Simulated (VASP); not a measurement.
# TaN (Pmn2_1) in VASP: a series of runs, part 2 of 2

VASP 6.6.1. The steps go on from the part before.

## Step 3: Single point, PBEsol (atoms displaced along a vibrational mode)

Input file INCAR:

```
  PREC = Accurate
  ENCUT = 520
  EDIFF = 1E-6
  ISMEAR = 0
  SIGMA = 0.15
  LREAL = F
  LASPH = T
  NELM = 80
  ALGO = Normal
  ISIF = 2
  LWAVE = F
  LCHARG = T
  GGA = PS
  LELF = T
  LVHAR = T
  NBANDS = 24
```

Input file KPOINTS:

```
regular mesh
0
Gamma
  20 20 12
```

Input file POSCAR:

```
TaN
1.0
    0.0000000000      0.0000000000      2.8707276426
    2.9239890448      0.0000000000      0.0000000000
    0.0000000000      5.0644975863      0.0000000000
Ta N
2 2
Direct
    0.5609601543      0.0000000000      0.3333333333
    0.4390398457      0.5000000000      0.8333333333
    0.0222911218      0.5000000000      0.5000000000
   -0.0222911218      0.0000000000      0.0000000000
```

Potentials or basis: VASP PAW PBE potentials, release 64 (Ta_pv, N).

Command:

```console
$ cat potpaw_PBE.64/Ta_pv/POTCAR potpaw_PBE.64/N/POTCAR > POTCAR
$ mpirun -np 1 vasp_std > vasp.out
```

OUTCAR:

```text
PREC = Accurate
   ENCUT = 520
   EDIFF = 1E-6
   ISMEAR = 0
   LREAL = F
   LASPH = T
   NELM = 80
   ISIF = 2
   GGA = PS

 ion  position               nearest neighbor table
   1  0.561  0.000  0.333-   4 2.07   3 2.15   3 2.15   3 2.29   3 2.29   4 2.38   2 2.94   2 2.94
                             2 2.94   2 2.94
   2  0.439  0.500  0.833-   3 2.07   4 2.15   4 2.15   4 2.29   4 2.29   3 2.38   1 2.94   1 2.94
                             1 2.94   1 2.94
   3  0.022  0.500  0.500-   2 2.07   1 2.15   1 2.15   1 2.29   1 2.29   2 2.38
   4  0.978  0.000  0.000-   1 2.07   2 2.15   2 2.15   2 2.29   2 2.29   1 2.38

  LATTYP: Found a simple orthorhombic cell.
 ALAT       =     2.8707276426
 B/A-ratio  =     1.0185532760
 C/A-ratio  =     1.7641860242

  Lattice vectors:

 A1 = (   0.0000000000,   0.0000000000,   2.8707276426)
 A2 = (   2.9239890448,   0.0000000000,   0.0000000000)
 A3 = (   0.0000000000,   5.0644975863,   0.0000000000)

Analysis of symmetry for initial positions (statically):
=====================================================================
 Subroutine PRICEL returns:
 Original cell was already a primitive cell.

 Routine SETGRP: Setting up the symmetry group for a
 simple orthorhombic supercell.

 Subroutine GETGRP returns: Found  4 space group operations
 (whereof  2 operations were pure point group operations)
 out of a pool of  8 trial point group operations.

The static configuration has the point symmetry C_1h.
 The point group associated with its full space group is C_2v.

Analysis of symmetry for dynamics (positions and initial velocities):
=====================================================================
 Subroutine PRICEL returns:
 Original cell was already a primitive cell.

 Routine SETGRP: Setting up the symmetry group for a
 simple orthorhombic supercell.

 Subroutine GETGRP returns: Found  4 space group operations
 (whereof  2 operations were pure point group operations)
 out of a pool of  8 trial point group operations.

The dynamic configuration has the point symmetry C_1h.
 The point group associated with its full space group is C_2v.

 Subroutine INISYM returns: Found  4 space group operations
 (whereof  2 operations are pure point group operations),
 and found     1 'primitive' translations

----------------------------------------------------------------------------------------

                                     Primitive cell

  volume of cell :      42.5113

  direct lattice vectors                    reciprocal lattice vectors
     0.000000000  0.000000000  2.870727643     0.000000000  0.000000000  0.348343739
     2.923989045  0.000000000  0.000000000     0.341998545  0.000000000  0.000000000
     0.000000000  5.064497586  0.000000000     0.000000000  0.197452952  0.000000000

  length of vectors
     2.870727643  2.923989045  5.064497586     0.348343739  0.341998545  0.197452952

  position of ions in fractional coordinates (direct lattice)
     0.560960154  0.000000000  0.333333333
     0.439039846  0.500000000  0.833333333
     0.022291122  0.500000000  0.500000000
     0.977708878  0.000000000  0.000000000

  ion indices of the primitive-cell ions
   primitive index   ion index
                 1           1
                 2           2
                 3           3
                 4           4

[... 25 lines left out ...]

 Following reciprocal coordinates:
            Coordinates               Weight
  0.000000  0.000000  0.000000      1.000000
  0.050000  0.000000  0.000000      2.000000
  0.100000  0.000000  0.000000      2.000000
  0.150000  0.000000  0.000000      2.000000
  0.200000  0.000000  0.000000      2.000000
  0.250000  0.000000  0.000000      2.000000
[... 16 lines left out ...]
  0.000000  0.100000  0.000000      2.000000
  0.050000  0.100000  0.000000      4.000000
 [... further k-points ...]
   k-points           NKPTS =    847   k-points in BZ     NKDIM =    847   number of bands    NBANDS=     24
   number of dos      NEDOS =    301   number of ions     NIONS =      4
   total plane-waves  NPLWV =  23040
   dimension x,y,z NGX =    24 NGY =   24 NGZ =   40
   dimension x,y,z NGXF=    48 NGYF=   48 NGZF=   80
   ions per type =               2   2
   NGX,Y,Z   is equivalent  to a cutoff of  13.90, 13.65, 13.13 a.u.
   NGXF,Y,Z  is equivalent  to a cutoff of  27.80, 27.29, 26.26 a.u.
 SYSTEM =  unknown system
   PREC   = accura    normal or accurate (medium, high low for compatibility)
   ISTART =      0    job   : 0-new  1-cont  2-samecut
   ICHARG =      2    charge: 1-file 2-atom 10-const
   ISPIN  =      1    spin polarized calculation?
   LNONCOLLINEAR =      F non collinear calculations
   LSORBIT =      F    spin-orbit coupling
   LASPH  =      T    aspherical Exc in radial PAW
   ENCUT  =  520.0 eV  38.22 Ry    6.18 a.u.   5.34  5.44  9.42*2*pi/ulx,y,z
   NELM   =     80;   NELMIN=  2; NELMDL= -5     # of ELM steps
   EDIFF  = 0.1E-05   stopping-criterion for ELM
   LREAL  =      F    real-space projection
   EDIFFG = 0.1E-04   stopping-criterion for IOM
   NSW    =      0    number of steps for IOM
   IBRION =     -1    ionic relax: 0-MD 1-quasi-New 2-CG
   NFREE  =      0    steps in history (QN), initial steepest desc. (CG)
   ISIF   =      2    stress and relaxation
   ISYM   =      2    0-nonsym 1-usesym 2-fastsym
   POTIM  = 0.5000    time-step for ionic-motion
   TEBEG  =    0.0;   TEEND  =   0.0 temperature during run
   PSTRESS=    0.0 pullay stress
   NELECT =      32.0000    total number of electrons
   NUPDOWN=      -1.0000    fix difference up-down
   EMIN   =  10.00;   EMAX   =-10.00  energy-range for DOS
   EFERMI =   0.00;   METHOD = LEGACY
   ISMEAR =     0;   SIGMA  =   0.15  broadening in eV -4-tet -1-fermi 0-gaus
   EFERMI_NEDOS =   21; number of points for ismear=-14 and -15
   IALGO  =     38    algorithm
   IMIX   =      4    mixing-type and parameters
     AMIX     =   0.40;   BMIX     =  1.00
     AMIX_MAG =   1.60;   BMIX_MAG =  1.00
  volume/ion in A,a.u.               =      10.63        71.72
  Fermi-wavevector in a.u.,A,eV,Ry     =   1.489213  2.814204 30.174390  2.217755
  Thomas-Fermi vector in A             =   2.602150
   LORBIT       =      0    0 simple, 1 ext, 2 COOP (PROOUT), +10 PAW based schemes
   GGA     = PS    functional components
   LHFCALC =     F    Hartree Fock is set to
   AEXX    =    0.0000 exact exchange contribution
   IVDW    =     0    specifies the selected vdW correction
   LEPSILON=     F    determine dielectric tensor
   LRPA    =     F    only Hartree local field effects (RPA)
 non-spin polarized calculation
 Gauss-broadening in eV      SIGMA  =   0.15
  energy-cutoff  :      520.00
  volume of cell :       42.51
 maximum number of plane-waves:      1166
 NGX is ok and might be reduce to    24
   NGX = 11   NGY = 11   NGZ = 19

 number of electron      32.0000002 magnetization

 Free energy of the ion-electron system (eV)
  ---------------------------------------------------
  ext. energy  EPLUGINS =         0.00000000
  ---------------------------------------------------
  free energy    TOTEN  =       -46.95354064 eV

  energy without entropy =      -46.95173468  energy(sigma->0) =      -46.95263766

 E-fermi :   8.3307     XC(G=0): -13.5689

 val. band max:        8.3149399152   @ k =   0.3000   0.0500   0.0000
 cond. band min:       8.3510945118   @ k =   0.5000   0.0500   0.0833
 fundamental gap:      0.0361545966
 Fermi energy:         8.3306587950

 k-point     1 :       0.0000    0.0000    0.0000
  band No.  band energies     occupation
      1     -27.2833      2.00000
      2     -26.4540      2.00000
      3     -26.4167      2.00000
      4     -26.3455      2.00000
      5     -26.2438      2.00000
      6     -26.1838      2.00000
[... 637 lines left out ...]
     23      12.7332      0.00000
     24      13.3319      0.00000

 [... further k-points ...]

------------------------ aborting loop because EDIFF is reached ----------------------------------------

  FORCE on cell =-STRESS in cart. coord.  units (eV):
  Direction    XX          YY          ZZ          XY          YZ          ZX
  --------------------------------------------------------------------------------------
  -------------------------------------------------------------------------------------
  Total        0.9313809      3.3029086      1.7608796      0.0000000      0.0000000      0.0000000
  in kB       35.1021588    124.4809912     66.3645486      0.0000000      0.0000000      0.0000000
  external PRESSURE =      75.3158995 kB  Pullay stress =       0.0000000 kB

 VOLUME and BASIS-vectors are now :
 -----------------------------------------------------------------------------
  energy-cutoff  :      520.00
  volume of cell :       42.51
      direct lattice vectors                 reciprocal lattice vectors
     0.000000000  0.000000000  2.870727643     0.000000000  0.000000000  0.348343739
     2.923989045  0.000000000  0.000000000     0.341998545  0.000000000  0.000000000
     0.000000000  5.064497586  0.000000000     0.000000000  0.197452952  0.000000000

 POSITION                                       TOTAL-FORCE (eV/Angst)
 -----------------------------------------------------------------------------------
      0.00000      1.68817      1.61036         0.000000      0.480158     -3.643290
      1.46199      4.22041      1.26036         0.000000      0.480158      3.643290
      1.46199      2.53225      0.06399         0.000000     -0.480158     -0.064091
      0.00000      0.00000      2.80674         0.000000     -0.480158      0.064091
 -----------------------------------------------------------------------------------
    total drift:                                0.000000     -0.000085      0.000000

  FREE ENERGIE OF THE ION-ELECTRON SYSTEM (eV)
  ---------------------------------------------------
  free  energy   TOTEN  =       -46.9535406393 eV

  energy  without entropy=      -46.9517346816  energy(sigma->0) =      -46.95263766
```

OSZICAR:

```text
N       E                     dE             d eps       ncg     rms          rms(c)
DAV:   1     0.259980297368E+03    0.25998E+03   -0.17406E+04 40656   0.142E+03
DAV:   2    -0.388786879414E+02   -0.29886E+03   -0.28380E+03 48488   0.412E+02
DAV:   3    -0.515596092576E+02   -0.12681E+02   -0.12512E+02 51784   0.809E+01
DAV:   4    -0.517086676611E+02   -0.14906E+00   -0.14888E+00 44816   0.925E+00
DAV:   5    -0.517104612430E+02   -0.17936E-02   -0.17930E-02 51352   0.861E-01    0.354E+01
DAV:   6    -0.471921585955E+02    0.45183E+01   -0.15444E+01 50048   0.286E+01    0.157E+01
DAV:   7    -0.470108635146E+02    0.18130E+00   -0.10313E+00 46112   0.721E+00    0.922E+00
DAV:   8    -0.469601442843E+02    0.50719E-01   -0.19716E-01 49568   0.328E+00    0.118E+00
DAV:   9    -0.469538568902E+02    0.62874E-02   -0.20345E-02 47224   0.887E-01    0.259E-01
DAV:  10    -0.469535930987E+02    0.26379E-03   -0.15240E-03 48632   0.369E-01    0.817E-02
DAV:  11    -0.469535405221E+02    0.52577E-04   -0.19518E-04 48912   0.104E-01    0.133E-02
DAV:  12    -0.469535409548E+02   -0.43267E-06   -0.12189E-05 46152   0.278E-02    0.450E-03
DAV:  13    -0.469535406393E+02    0.31545E-06   -0.26621E-07 24744   0.461E-03
   1 F= -.46953541E+02 E0= -.46952638E+02  d E =-.180596E-02
```

stdout:

```text
POSCAR found type information on POSCAR TaN
 POSCAR found :  2 types and       4 ions
 scaLAPACK will be used
 -----------------------------------------------------------------------------
|                                                                             |
|                                                                             |
|     You enforced a specific xc type in the INCAR file but a different       |
|     I HOPE YOU KNOW WHAT YOU ARE DOING!                                     |
|                                                                             |
 -----------------------------------------------------------------------------

 LDA part: xc-table for (Slater+PW92), standard interpolation
 POSCAR, INCAR and KPOINTS ok, starting setup
 FFT: planning ... GRIDC
 FFT: planning ... GRID_SOFT
 FFT: planning ... GRID
 WAVECAR not read
 entering main loop
```

Run time: 5.7 min. Hardware: 1 thread of AMD EPYC 9R45 (Zen 5), shared host; peak memory 0.72 GiB.

What came out:

```
Free energy            : -46.9535 eV
Pressure               : 7.5 GPa
Largest force          : 3.675 eV/Å
Band gap on the k mesh : zero (bands 16 and 17 overlap by 0.36 eV)
```

Forces in eV/Å, atoms in the order of the input:
```
Ta   0.000  0.480 -3.643
Ta   0.000  0.480  3.643
N    0.000 -0.480 -0.064
N    0.000 -0.480  0.064
```

Levels at points of the mesh, in eV from the Fermi level:
| k point | band 12 | band 13 | band 14 | band 15 | band 16 | band 17 | band 18 | band 19 | band 20 | band 21 |
| --- | --- | --- | --- | --- | --- | --- | --- | --- | --- | --- |
| (0.00, 0.00, 0.00) | -4.28 | -4.22 | -4.11 | -3.38 | -2.56 | 1.97 | 2.65 | 3.00 | 3.03 | 3.88 |
| (0.50, 0.00, 0.00) | -5.87 | -4.20 | -4.05 | -0.26 | -0.22 | -0.03 | 2.74 | 2.84 | 2.93 | 4.48 |
| (0.00, 0.50, 0.00) | -5.36 | -5.07 | -5.07 | -1.02 | -1.02 | 0.36 | 0.36 | 2.55 | 2.55 | 4.65 |
| (0.50, 0.50, 0.00) | -6.85 | -4.30 | -4.30 | -0.95 | -0.95 | 3.91 | 3.91 | 5.00 | 5.00 | 6.00 |
| (0.00, 0.00, 0.50) | -4.92 | -4.02 | -4.02 | -2.52 | -2.52 | 1.83 | 1.83 | 3.02 | 3.02 | 4.42 |
| (0.50, 0.00, 0.50) | -5.29 | -5.13 | -5.13 | -1.53 | -1.53 | 2.07 | 2.07 | 2.80 | 2.80 | 5.02 |
| (0.00, 0.50, 0.50) | -5.34 | -3.42 | -3.42 | -3.40 | -3.40 | 2.42 | 2.42 | 3.66 | 3.66 | 4.51 |
| (0.50, 0.50, 0.50) | -6.39 | -6.04 | -6.04 | -0.19 | -0.19 | 3.91 | 3.91 | 5.58 | 5.58 | 6.08 |

Caveat: the cell differs from its parent crystal (atoms displaced along a vibrational mode); the stress differs along the axes, from 4 to 12 GPa; the PAW data sets were made with another functional, which shifts forces and pressure a little; spin-orbit coupling is left out, which moves the levels of the heavy elements.

## Step 4: Single point, PBEsol (atoms displaced along a vibrational mode)

Input file INCAR:

```
SYSTEM = TaN
ALGO     = Normal         ! electronic algorithm
EDIFF    = 1E-6           ! SCF threshold, eV
ENCUT    = 520            ! plane-wave cutoff, eV
GGA      = PS             ! functional
ISIF     = 2              ! what is computed and relaxed
ISMEAR   = 0              ! smearing method
LASPH    = .True.         ! aspherical terms in the spheres
LCHARG   = .False.        ! write CHGCAR
LREAL    = .False.        ! projectors in reciprocal space
LWAVE    = .False.        ! write WAVECAR
NBANDS   = 24             ! bands
NELM     = 100            ! most SCF steps
PREC     = Accurate       ! precision mode
SIGMA    = 0.15           ! smearing width, eV
```

Input file KPOINTS:

```
k-points
0
Gamma
  20 20 12
  0 0 0
```

Input file POSCAR:

```
TaN
1.0
    0.0000000000      0.0000000000      2.8707276426
    2.9239890448      0.0000000000      0.0000000000
    0.0000000000      5.0644975863      0.0000000000
Ta N
2 2
Direct
    0.5435429673      0.0000000000      0.3333333333
    0.4564570327      0.5000000000      0.8333333333
    0.0159222299      0.5000000000      0.5000000000
   -0.0159222299      0.0000000000      0.0000000000
```

Command:

```console
$ cat potpaw_PBE.64/Ta_pv/POTCAR potpaw_PBE.64/N/POTCAR > POTCAR
$ mpirun -np 1 vasp_std > vasp.out
```

It took 5.9 min on 1 thread of AMD EPYC 9R45 (Zen 5), shared host; peak memory 0.72 GiB.

Results (log left out):

| Quantity | Value |
| --- | --- |
| Free energy | -47.2718 eV |
| Pressure | 4.3 GPa |
| Largest force | 2.673 eV/Å |
| Band gap on the k mesh | zero (bands 16 and 17 overlap by 0.40 eV) |

Forces in eV/Å, atoms in the order of the input:
```
Ta   0.000  0.245 -2.662
Ta   0.000  0.245  2.662
N    0.000 -0.245 -0.063
N    0.000 -0.245  0.063
```

Stress tensor (GPa, compression positive):
```
2.18 0.00 0.00
0.00 6.76 0.00
0.00 0.00 3.96
```

Levels at points of the mesh, in eV from the Fermi level:
| k point | band 12 | band 13 | band 14 | band 15 | band 16 | band 17 | band 18 | band 19 | band 20 | band 21 |
| --- | --- | --- | --- | --- | --- | --- | --- | --- | --- | --- |
| (0.00, 0.00, 0.00) | -4.40 | -4.18 | -3.94 | -3.27 | -2.67 | 2.16 | 3.03 | 3.22 | 3.28 | 3.79 |
| (0.50, 0.00, 0.00) | -5.80 | -3.99 | -3.90 | -0.27 | -0.15 | -0.05 | 2.63 | 3.08 | 3.13 | 4.39 |
| (0.00, 0.50, 0.00) | -5.23 | -5.00 | -5.00 | -1.06 | -1.06 | 0.63 | 0.63 | 2.31 | 2.31 | 4.59 |
| (0.50, 0.50, 0.00) | -6.85 | -4.21 | -4.21 | -0.99 | -0.99 | 4.05 | 4.05 | 5.07 | 5.07 | 6.08 |
| (0.00, 0.00, 0.50) | -4.65 | -3.91 | -3.91 | -2.75 | -2.75 | 2.02 | 2.02 | 3.21 | 3.21 | 4.46 |
| (0.50, 0.00, 0.50) | -5.17 | -5.02 | -5.02 | -1.58 | -1.58 | 2.06 | 2.06 | 3.00 | 3.00 | 4.86 |
| (0.00, 0.50, 0.50) | -5.29 | -3.47 | -3.47 | -3.28 | -3.28 | 2.71 | 2.71 | 3.90 | 3.90 | 4.71 |
| (0.50, 0.50, 0.50) | -6.31 | -5.89 | -5.89 | -0.23 | -0.23 | 4.08 | 4.08 | 5.56 | 5.56 | 6.15 |

Caveat: the cell differs from its parent crystal (atoms displaced along a vibrational mode); the cell stands under pressure; the PAW data sets were made with another functional, which shifts forces and pressure a little; spin-orbit coupling is left out, which moves the levels of the heavy elements.

## Step 5: Overview

| cell | gap on the mesh (eV) | pressure (GPa) | largest force (eV/Å) |
| --- | --- | --- | --- |
| as given, atomic positions A | none | 2.1 | 1.62 |
| as given, atomic positions B | none | 7.5 | 3.67 |
| as given, atomic positions C | none | 4.3 | 2.67 |

Alike in all rows: task single point; level PBEsol; potentials or basis VASP PAW PBE potentials, release 64 (Ta_pv, N); no spin polarisation; k mesh 20 × 20 × 12; cutoff (eV) 520; smearing gaussian 0.15 eV.

Caveats: the PAW data sets were made with another functional, which shifts forces and pressure a little; spin-orbit coupling is left out, which moves the levels of the heavy elements; the stress differs along the axes, from 4 to 12 GPa (at least some runs); the cell stands under pressure (at least some runs).

Absolute energies hang on the potentials; compare differences alone.

The gap in the log of VASP goes by the Fermi energy; the results here count the filled bands.